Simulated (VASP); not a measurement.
# Ta7N8 (a cell with a defect) in VASP: relaxation of the atoms with r2SCAN

Aim: the relaxation of the atoms of Ta7N8 (a cell with a defect) with r2SCAN.

Everything below comes from runs of VASP 6.6.1. Logs are shortened: lines on timing, memory, paths and dates and some standing lists are left out, and cuts for length are marked.

### Step 1. The cell of the first run

The cell holds a defect, 15 atoms: a = 5.876 Å, b = 5.876 Å, c = 5.766 Å, α = 90.00°, β = 90.00°, γ = 120.00°.

### Step 2. Relaxation of the atoms, r2SCAN

File POSCAR:

```
Ta7N8
1.0
    5.8760000043      0.0000000000      0.0000000000
   -2.9380000021      5.0887652763      0.0000000000
    0.0000000000      0.0000000000      5.7660000000
N Ta
8 7
Direct
    0.0000000000      0.0000000000      0.0000000000
    0.0000000000      0.0000000000      0.5000000000
    0.0000000000      0.5000000000      0.0000000000
    0.0000000000      0.5000000000      0.5000000000
    0.5000000000      0.0000000000      0.0000000000
    0.5000000000      0.0000000000      0.5000000000
    0.5000000000      0.5000000000      0.0000000000
    0.5000000000      0.5000000000      0.5000000000
    0.1666666667      0.3333333333      0.7500000000
    0.1666666667      0.8333333333      0.2500000000
    0.1666666667      0.8333333333      0.7500000000
    0.6666666667      0.3333333333      0.2500000000
    0.6666666667      0.3333333333      0.7500000000
    0.6666666667      0.8333333333      0.2500000000
    0.6666666667      0.8333333333      0.7500000000
```

File INCAR.step1:

```
SYSTEM = Ta7N8
PREC = Accurate
ENCUT = 580
ISMEAR = -1
SIGMA = 0.1
LREAL = .FALSE.
LASPH = .TRUE.
NELM = 120
GGA = PE
ALGO = Normal
EDIFF = 1E-5
LWAVE = .TRUE.
LCHARG = .FALSE.
GGA_COMPAT = .FALSE.
IBRION = 2
EDIFFG = -0.01
NELMIN = 4
NSW = 100
```

File INCAR.step2:

```
SYSTEM = Ta7N8
PREC = Accurate
ENCUT = 580
EDIFF = 1E-7
ISMEAR = -1
SIGMA = 0.1
LREAL = .FALSE.
LASPH = .TRUE.
NELM = 120
ALGO = Normal
ISIF = 2
LWAVE = .FALSE.
LCHARG = .FALSE.
METAGGA = R2SCAN
LMIXTAU = .TRUE.
IBRION = 2
NSW = 45
EDIFFG = -0.02
ISTART = 1
GGA_COMPAT = .FALSE.
NELMIN = 4
```

File KPOINTS:

```
Automatic mesh
0
G
  2 2 2
  0 0 0
```

Potentials or basis: VASP PAW PBE potentials, release 64 (N, Ta_pv).

Command:

```bash
$ cat potpaw_PBE.64/N/POTCAR potpaw_PBE.64/Ta_pv/POTCAR > POTCAR
$ cp INCAR.step1 INCAR
$ mpirun -np 1 vasp_std > vasp.out
$ cp INCAR.step2 INCAR
$ mpirun -np 1 vasp_std > vasp.out
```

OUTCAR:

```text
SYSTEM = Ta7N8
   PREC = Accurate
   ENCUT = 580
   EDIFF = 1E-7
   ISMEAR = -1
   LREAL = .FALSE.
   LASPH = .TRUE.
   NELM = 120
   ISIF = 2
   METAGGA = R2SCAN
   IBRION = 2
   NSW = 45
   EDIFFG = -0.02
   ISTART = 1
   NELMIN = 4

 ion  position               nearest neighbor table
   1  0.000  0.000  0.000-   9 2.23  14 2.23  15 2.23  10 2.23  11 2.23
   2  0.000  0.000  0.500-   9 2.23  14 2.23  15 2.23  10 2.23  11 2.23
   3  0.000  0.500  0.000-  10 2.23  11 2.23  12 2.23  13 2.23   9 2.23
   4  0.000  0.500  0.500-  10 2.23  11 2.23  12 2.23  13 2.23   9 2.23
   5  0.500  0.000  0.000-  12 2.23  13 2.23  10 2.23  11 2.23  14 2.23  15 2.23
   6  0.500  0.000  0.500-  12 2.23  13 2.23  10 2.23  11 2.23  14 2.23  15 2.23
   7  0.500  0.500  0.000-  14 2.23  15 2.23   9 2.23  12 2.23  13 2.23
   8  0.500  0.500  0.500-  14 2.23  15 2.23   9 2.23  12 2.23  13 2.23
   9  0.167  0.333  0.750-   1 2.23   2 2.23   7 2.23   8 2.23   3 2.23   4 2.23  11 2.94  11 2.94
                            15 2.94  15 2.94  13 2.94  13 2.94
  10  0.167  0.833  0.250-   3 2.23   4 2.23   5 2.23   6 2.23   1 2.23   2 2.23  11 2.88  11 2.88
                            12 2.94  12 2.94  14 2.94  14 2.94
  11  0.167  0.833  0.750-   3 2.23   4 2.23   5 2.23   6 2.23   1 2.23   2 2.23  10 2.88  10 2.88
                             9 2.94   9 2.94  13 2.94  13 2.94  15 2.94  15 2.94
  12  0.667  0.333  0.250-   5 2.23   6 2.23   3 2.23   4 2.23   7 2.23   8 2.23  13 2.88  13 2.88
                            14 2.94  14 2.94  10 2.94  10 2.94
  13  0.667  0.333  0.750-   5 2.23   6 2.23   3 2.23   4 2.23   7 2.23   8 2.23  12 2.88  12 2.88
                            15 2.94  15 2.94  11 2.94  11 2.94   9 2.94   9 2.94
  14  0.667  0.833  0.250-   7 2.23   8 2.23   1 2.23   2 2.23   5 2.23   6 2.23  15 2.88  15 2.88
                            12 2.94  12 2.94  10 2.94  10 2.94
  15  0.667  0.833  0.750-   7 2.23   8 2.23   1 2.23   2 2.23   5 2.23   6 2.23  14 2.88  14 2.88
                            13 2.94  13 2.94   9 2.94   9 2.94  11 2.94  11 2.94

  LATTYP: Found a hexagonal cell.
 ALAT       =     5.8760000043
 C/A-ratio  =     0.9812797814

  Lattice vectors:

 A1 = (   5.8760000043,   0.0000000000,   0.0000000000)
 A2 = (  -2.9380000021,   5.0887652763,   0.0000000000)
 A3 = (   0.0000000000,   0.0000000000,   5.7660000000)

Analysis of symmetry for initial positions (statically):
=====================================================================
 Subroutine PRICEL returns:
 Original cell was already a primitive cell.

 Routine SETGRP: Setting up the symmetry group for a
 hexagonal supercell.

 Subroutine GETGRP returns: Found 12 space group operations
 (whereof  2 operations were pure point group operations)
 out of a pool of 24 trial point group operations.

The static configuration has the point symmetry C_1h.
 The point group associated with its full space group is D_3h.

Analysis of symmetry for dynamics (positions and initial velocities):
[... 115 lines left out ...]
   ENCUT  =  580.0 eV  42.63 Ry    6.53 a.u.  11.54 11.54 11.32*2*pi/ulx,y,z
   NELM   =    120;   NELMIN=  4; NELMDL=  0     # of ELM steps
   EDIFF  = 0.1E-06   stopping-criterion for ELM
   LREAL  =      F    real-space projection
   EDIFFG = -.2E-01   stopping-criterion for IOM
   NSW    =     45    number of steps for IOM
   IBRION =      2    ionic relax: 0-MD 1-quasi-New 2-CG
   NFREE  =      1    steps in history (QN), initial steepest desc. (CG)
   ISIF   =      2    stress and relaxation
   ISYM   =      2    0-nonsym 1-usesym 2-fastsym
   POTIM  = 0.5000    time-step for ionic-motion
   TEBEG  =    0.0;   TEEND  =   0.0 temperature during run
   PSTRESS=    0.0 pullay stress
   NELECT =     117.0000    total number of electrons
   NUPDOWN=      -1.0000    fix difference up-down
   EMIN   =  10.00;   EMAX   =-10.00  energy-range for DOS
   EFERMI =   0.00;   METHOD = LEGACY
   ISMEAR =    -1;   SIGMA  =   0.10  broadening in eV -4-tet -1-fermi 0-gaus
   EFERMI_NEDOS =   21; number of points for ismear=-14 and -15
   IALGO  =     38    algorithm
   IMIX   =      4    mixing-type and parameters
     AMIX     =   0.40;   BMIX     =  1.00
     AMIX_MAG =   1.60;   BMIX_MAG =  1.00
  volume/ion in A,a.u.               =      11.49        77.57
  Fermi-wavevector in a.u.,A,eV,Ry     =   1.438624  2.718604 28.159131  2.069638
  Thomas-Fermi vector in A             =   2.557570
   LORBIT       =      0    0 simple, 1 ext, 2 COOP (PROOUT), +10 PAW based schemes
   METAGGA = R2SCAN    functional components
   LHFCALC =     F    Hartree Fock is set to
   AEXX    =    0.0000 exact exchange contribution
   IVDW    =     0    specifies the selected vdW correction
   LEPSILON=     F    determine dielectric tensor
   LRPA    =     F    only Hartree local field effects (RPA)
 conjugate gradient relaxation of ions
 non-spin polarized calculation
  energy-cutoff  :      580.00
  volume of cell :      172.41
 maximum number of plane-waves:      5494
 NGX is ok and might be reduce to    48
   NGX = 23   NGY = 23   NGZ = 23

--------------------------------------- Ionic step        1  -------------------------------------------

 number of electron     117.0000005 magnetization

 Free energy of the ion-electron system (eV)
  ---------------------------------------------------
  ext. energy  EPLUGINS =         0.00000000
  ---------------------------------------------------
  free energy    TOTEN  =      -429.53432680 eV

  energy without entropy =     -429.34619942  energy(sigma->0) =     -429.44026311

------------------------ aborting loop because EDIFF is reached ----------------------------------------

  FORCE on cell =-STRESS in cart. coord.  units (eV):
  Direction    XX          YY          ZZ          XY          YZ          ZX
  --------------------------------------------------------------------------------------
  -------------------------------------------------------------------------------------
  Total       -4.2086968     -4.2086968    -21.5815082     -0.0000000      0.0000000     -0.0000000
  in kB      -39.1101408    -39.1101408   -200.5503982     -0.0000000      0.0000000     -0.0000000
  external PRESSURE =     -92.9235599 kB  Pullay stress =       0.0000000 kB
[... 330 lines left out ...]
--------------------------------------- Ionic step        8  -------------------------------------------

 number of electron     116.9999995 magnetization

 Free energy of the ion-electron system (eV)
  ---------------------------------------------------
  ext. energy  EPLUGINS =         0.00000000
  ---------------------------------------------------
  free energy    TOTEN  =      -430.17366073 eV

  energy without entropy =     -429.96732639  energy(sigma->0) =     -430.07049356

 E-fermi :   6.9001     XC(G=0): -13.5655

 val. band max:        6.7850470944   @ k =   0.0000   0.0000   0.0000
 cond. band min:       6.9557496498   @ k =   0.5000   0.0000   0.0000
 fundamental gap:      0.1707025553
 Fermi energy:         6.9000716864

 k-point     1 :       0.0000    0.0000    0.0000
  band No.  band energies     occupation
      1     -30.4059      2.00000
      2     -30.1983      2.00000
      3     -30.1983      2.00000
      4     -30.1915      2.00000
      5     -29.9872      2.00000
      6     -29.9872      2.00000
[... 323 lines left out ...]
  FREE ENERGIE OF THE ION-ELECTRON SYSTEM (eV)
  ---------------------------------------------------
  free  energy   TOTEN  =      -430.1736607288 eV

  energy  without entropy=     -429.9673263877  energy(sigma->0) =     -430.07049356

 reached required accuracy - stopping structural energy minimisation
```

OUTCAR.step1:

```text
SYSTEM = Ta7N8
   PREC = Accurate
   ENCUT = 580
   ISMEAR = -1
   LREAL = .FALSE.
   LASPH = .TRUE.
   NELM = 120
   GGA = PE
   EDIFF = 1E-5
   IBRION = 2
   EDIFFG = -0.01
   NELMIN = 4
   NSW = 100

 ion  position               nearest neighbor table
[... 476 lines left out ...]
 fundamental gap:      0.0521970966
 Fermi energy:         6.9168492787

 k-point     1 :       0.0000    0.0000    0.0000
  band No.  band energies     occupation
      1     -28.9747      2.00000
      2     -28.7887      2.00000
      3     -28.7704      2.00000
      4     -28.7704      2.00000
      5     -28.5958      2.00000
      6     -28.5958      2.00000
[... 323 lines left out ...]
  FREE ENERGIE OF THE ION-ELECTRON SYSTEM (eV)
  ---------------------------------------------------
  free  energy   TOTEN  =      -163.8034105303 eV

  energy  without entropy=     -163.5820300789  energy(sigma->0) =     -163.69272030

 reached required accuracy - stopping structural energy minimisation
```

OSZICAR.step1:

```text
N       E                     dE             d eps       ncg     rms          rms(c)
DAV:   1     0.126153478038E+04    0.12615E+04   -0.67648E+04   560   0.188E+03
DAV:   2    -0.721509542336E+02   -0.13337E+04   -0.12946E+04   622   0.548E+02
DAV:   3    -0.183559760741E+03   -0.11141E+03   -0.10951E+03   664   0.145E+02
DAV:   4    -0.186593810833E+03   -0.30341E+01   -0.30105E+01   672   0.238E+01
[... 74 lines left out ...]
       N       E                     dE             d eps       ncg     rms          rms(c)
DAV:   1    -0.163803406733E+03    0.27411E-05   -0.86820E-04   572   0.136E-01    0.805E-03
DAV:   2    -0.163803410622E+03   -0.38885E-05   -0.46277E-05   592   0.318E-02    0.475E-03
DAV:   3    -0.163803410517E+03    0.10464E-06   -0.13591E-06   334   0.640E-03    0.245E-03
DAV:   4    -0.163803410530E+03   -0.12986E-07   -0.46763E-07   322   0.322E-03
  10 F= -.16380341E+03 E0= -.16369272E+03  d E =-.361722E-04
```

Run time: 21 min. Hardware: 1 thread of Intel Xeon 6975P-C (Granite Rapids), shared host; peak memory 0.39 GiB.

Results:

- Free energy: -430.1737 eV
- Energy gained by relaxing: 42.6 meV/atom
- Ionic steps: 8
- Pressure after relaxing: -5.3 GPa
- Largest force after relaxing: 0.017 eV/Å
- Band gap on the k mesh: zero (an odd number of electrons rules out a gap without spin polarisation)

Forces in eV/Å, atoms in the order of the input:
```
N    0.000  0.004  0.000
N    0.000  0.004  0.000
N    0.004 -0.002  0.000
N    0.004 -0.002  0.000
N    0.000  0.000  0.001
N    0.000  0.000 -0.001
N   -0.004 -0.002  0.000
N   -0.004 -0.002  0.000
Ta   0.000  0.000  0.000
Ta  -0.008 -0.005  0.000
Ta  -0.015 -0.009  0.000
Ta   0.000  0.010  0.000
Ta   0.000  0.017  0.000
Ta   0.008 -0.005  0.000
Ta   0.015 -0.009  0.000
```

Stress tensor (GPa, compression positive):
```
 -0.46   0.00   0.00
  0.00  -0.46   0.00
  0.00   0.00 -15.01
```

Step by step:
```csv
step,energy change (eV),largest force (eV/Å),pressure (GPa)
1,0.0000,1.8039,-9.29
2,-0.4440,2.1902,-4.17
3,-0.5284,1.0599,-6.23
4,-0.6326,0.3171,-5.18
5,-0.6362,0.1259,-5.37
6,-0.6393,0.0300,-5.26
7,-0.6393,0.0207,-5.27
8,-0.6393,0.0175,-5.31
```

Final structure:
```yaml
crystal:
  lattice:
    - [5.87600, 0.00000, 0.00000]
    - [-2.93800, 5.08877, 0.00000]
    - [0.00000, 0.00000, 5.76600]
  atoms:
    - { symbol: N, position: [0.99308, 0.98617, 0.99244] }
    - { symbol: N, position: [0.99308, 0.98617, 0.50756] }
    - { symbol: N, position: [0.99308, 0.50692, 0.99244] }
    - { symbol: N, position: [0.99308, 0.50692, 0.50756] }
    - { symbol: N, position: [0.50000, 0.00000, 0.01002] }
    - { symbol: N, position: [0.50000, 0.00000, 0.48998] }
    - { symbol: N, position: [0.51383, 0.50692, 0.99244] }
    - { symbol: N, position: [0.51383, 0.50692, 0.50756] }
    - { symbol: Ta, position: [0.16667, 0.33333, 0.75000] }
    - { symbol: Ta, position: [0.15353, 0.82677, 0.25000] }
    - { symbol: Ta, position: [0.16160, 0.83080, 0.75000] }
    - { symbol: Ta, position: [0.67323, 0.34647, 0.25000] }
    - { symbol: Ta, position: [0.66920, 0.33840, 0.75000] }
    - { symbol: Ta, position: [0.67323, 0.82677, 0.25000] }
    - { symbol: Ta, position: [0.66920, 0.83080, 0.75000] }
```

Caveat: the k points lie up to 0.62 Å⁻¹ apart, too coarse for converged energies and pressures of a metal; the PAW data sets were made with another functional, which shifts forces and pressure a little; spin-orbit coupling is left out, which moves the levels of the heavy elements.

The gap in the log of VASP goes by the Fermi energy; the results here count the filled bands.